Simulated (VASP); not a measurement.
The system is Hg.

```
Hg
1.0
     5.46670    0.00000    0.00000
    -2.73335    4.73430    0.00000
     0.00000    0.00000    3.18522
Hg
3
Cartesian
  0.0000 3.1562 1.5926
  2.7333 1.5781 1.5926
  0.0000 0.0000 0.0000
```

Base run:

| Quantity | Value |
| --- | --- |
| Program | VASP 6.6.1 |
| Functional | PBEsol |
| Potentials or basis | VASP PAW PBE potentials, release 64 (Hg) |
| Cutoff | 520 eV |
| k mesh | 6 × 6 × 9 |
| Occupations | methfessel-paxton, width 0.1 eV |
| Spin | no spin polarisation |

Its results: band gap on the k mesh zero (band 18 reaches 3.04 eV, above the bottom of band 19 at 0.49 eV); pressure -2.8 GPa.

Task: The run is repeated on the same cell with these changes: k mesh from 6 × 6 × 9 to 4 × 4 × 6. What comes out?

Result: Band gap on the k mesh zero (band 18 reaches 3.52 eV, above the bottom of band 19 at 0.49 eV); pressure -2.3 GPa.

Caveats: the PAW data sets were made with another functional, which shifts forces and pressure a little; spin-orbit coupling is left out, which moves the levels of the heavy elements.
